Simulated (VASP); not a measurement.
Here is a VASP 6.6.1 calculation.

POSCAR

```
CaIrN2
1.0
    1.6345156972      0.9436880778      4.9920644875
   -1.6345156972      0.9436880778      4.9920644875
    0.0000000000     -1.8873761556      4.9920644875
Ir Ca N
1 1 2
Direct
    0.5000000000      0.5000000000      0.5000000000
    0.0000000000      0.0000000000      0.0000000000
    0.2329246715      0.2329246715      0.2329246715
    0.7670753285      0.7670753285      0.7670753285
```

INCAR.step1

```
SYSTEM = CaIrN2
  PREC = Accurate
  ENCUT = 520
  ISMEAR = -1
  SIGMA = 0.05
  LREAL = .FALSE.
  LASPH = .TRUE.
  NELM = 150
  LMAXMIX = 4
  LDAU = .TRUE.
  LDAUTYPE = 2
  LDAUL = 2 -1 -1
  LDAUU = 5 0 0
  LDAUJ = 0 0 0
  NBANDS = 22
  GGA = PE
  ALGO = Normal
  EDIFF = 1E-4
  LWAVE = .TRUE.
  LCHARG = .FALSE.
```

The input INCAR.step2:

```
SYSTEM = CaIrN2
  PREC = Accurate
  ENCUT = 520
  EDIFF = 1E-6
  ISMEAR = -1
  SIGMA = 0.05
  LREAL = .FALSE.
  LASPH = .TRUE.
  NELM = 150
  ALGO = Normal
  ISIF = 2
  LWAVE = .FALSE.
  LCHARG = .FALSE.
  LMAXMIX = 4
  LDAU = .TRUE.
  LDAUTYPE = 2
  LDAUL = 2 -1 -1
  LDAUU = 5 0 0
  LDAUJ = 0 0 0
  LDAUPRINT = 1
  METAGGA = R2SCAN
  LMIXTAU = .TRUE.
  NBANDS = 22
  ISTART = 1
```

File KPOINTS:

```
regular mesh
0
G
  9 9 9
  0 0 0
```

Potentials or basis: VASP PAW PBE potentials, release 64 (Ir, Ca_sv, N).

The run is started by

```bash
$ cat potpaw_PBE.64/Ir/POTCAR potpaw_PBE.64/Ca_sv/POTCAR potpaw_PBE.64/N/POTCAR > POTCAR
$ cp INCAR.step1 INCAR
$ mpirun -np 1 vasp_std > vasp.out
$ cp INCAR.step2 INCAR
$ mpirun -np 1 vasp_std > vasp.out
```

Q: What does it give for the band gap on the k mesh?

A: Zero (an odd number of electrons rules out a gap without spin polarisation).

Q: Estimate the largest force.

A: 0.154 eV/Å.

Q: Predict the pressure.

A: -1.7 GPa.

Forces in eV/Å, atoms in the order of the input:
```
Ir   0.000  0.000  0.000
Ca   0.000  0.000  0.000
N    0.000  0.000 -0.154
N    0.000  0.000  0.154
```

Caveat: the PAW data sets were made with another functional, which shifts forces and pressure a little; spin-orbit coupling is left out, which moves the levels of the heavy elements; an odd number of electrons without spin polarisation forces a metal; a magnetic or distorted state may lie lower; U without spin polarisation on a metal has little footing.
